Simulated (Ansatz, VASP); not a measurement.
# One calculation of Au2Br, two programs

```
CELL_PARAMETERS angstrom
4.64973 0.00000 0.00000
-2.32486 4.02678 0.00000
0.00000 0.00000 3.70936
ATOMIC_POSITIONS crystal
Au 0.33333 0.66667 0.50000
Au 0.66667 0.33333 0.50000
Br 0.00000 0.00000 0.00000
```

Alike in both runs: functional PBE; k mesh 6 × 6 × 4; occupations gaussian, width 0.1 eV; no spin polarisation.

Ansatz relaxed the structure, and its values are those at the end. VASP's run is a single point on that final structure, the one shown.

|  | VASP | Ansatz |
| --- | --- | --- |
| version | VASP 6.6.1 | Ansatz 0.2.0 |
| potentials or method | VASP PAW PBE potentials, release 64 (Au, Br), cutoff 520 eV | scalar-relativistic, plane waves, PAW |
| valence electrons in the cell | 29 | 45 |

Ansatz gave:

```
gap on the k mesh at the Fermi level (eV) : none
pressure (GPa)                            : 0.1
```

Estimate VASP's values.

gap on the k mesh at the Fermi level (eV): none; pressure (GPa): 0.0.

A gap of «none» marks a metal or a gap that the smearing closes. With one functional, cell and mesh, what is left measures potentials, basis and numerics. VASP's potentials hold 29 valence electrons a cell and Ansatz's 45, so a difference there can come from the potentials and not from the codes.

The k mesh is coarse, so the values compare programs but aren't converged. Neither program's run includes spin-orbit coupling.
